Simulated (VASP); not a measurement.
# Ga4Sb3As: single point with PBE

The system is Ga4Sb3As.

```
Ga Sb As
1.0
     6.09951    0.00000    0.00000
     0.00000    6.09951    0.00000
    -3.04976   -3.04976    6.08936
Ga Sb As
4 3 1
Direct
  0.64184 0.64184 0.75864
  0.11681 0.11681 0.75864
  0.35816 0.88319 0.24136
  0.88319 0.35816 0.24136
  0.50000 0.50000 0.00000
  0.25000 0.75000 0.50000
  0.75000 0.25000 0.50000
  0.00000 0.00000 0.00000
```

```
Program                : VASP 6.6.1
Task                   : single point
Functional             : PBE
Potentials or basis    : VASP PAW PBE potentials, release 64 (Ga_d, Sb, As)
Cutoff                 : 520 eV
k mesh                 : 4 × 4 × 4
Occupations            : gaussian, width 0.2 eV
Spin                   : no spin polarisation
Dipole correction      : no
Further INCAR settings : ALGO = Normal; EDIFF = 1e-06; NBANDS = 46
```

```json
{
 "Pressure": "0.1 GPa",
 "Largest force": "0.005 eV/Å",
 "Band gap on the k mesh": "zero (filled and empty bands touch)"
}
```

Forces on the atoms (eV/Å):
```
Ga  -0.003 -0.003  0.002
Ga   0.003  0.003  0.002
Ga   0.003 -0.003 -0.002
Ga  -0.003  0.003 -0.002
Sb   0.000  0.000  0.000
Sb   0.000  0.000  0.000
Sb   0.000  0.000  0.000
As   0.000  0.000  0.000
```

Levels at points of the mesh, in eV from the Fermi level:
```tsv
k point	band 33	band 34	band 35	band 36	band 37	band 38	band 39	band 40
(0.00, 0.00, 0.00)	-2.47	-0.29	-0.04	-0.04	-0.04	1.03	1.36	2.94
(0.50, 0.00, 0.00)	-2.11	-2.03	-1.42	-1.09	2.22	2.23	2.48	2.69
(0.50, 0.50, 0.00)	-1.13	-0.99	-0.98	-0.90	0.17	0.57	1.82	2.23
(0.00, 0.00, 0.50)	-1.73	-1.73	-1.42	-1.42	1.06	1.06	1.27	1.30
```

It took 4.7 min on 1 thread of Intel Xeon 8259CL, on a shared host, peak memory 0.41 GiB.

Caveat: semilocal functionals underestimate gaps, so a narrow gap can read as zero; spin-orbit coupling is left out, which moves the levels of the heavy elements.
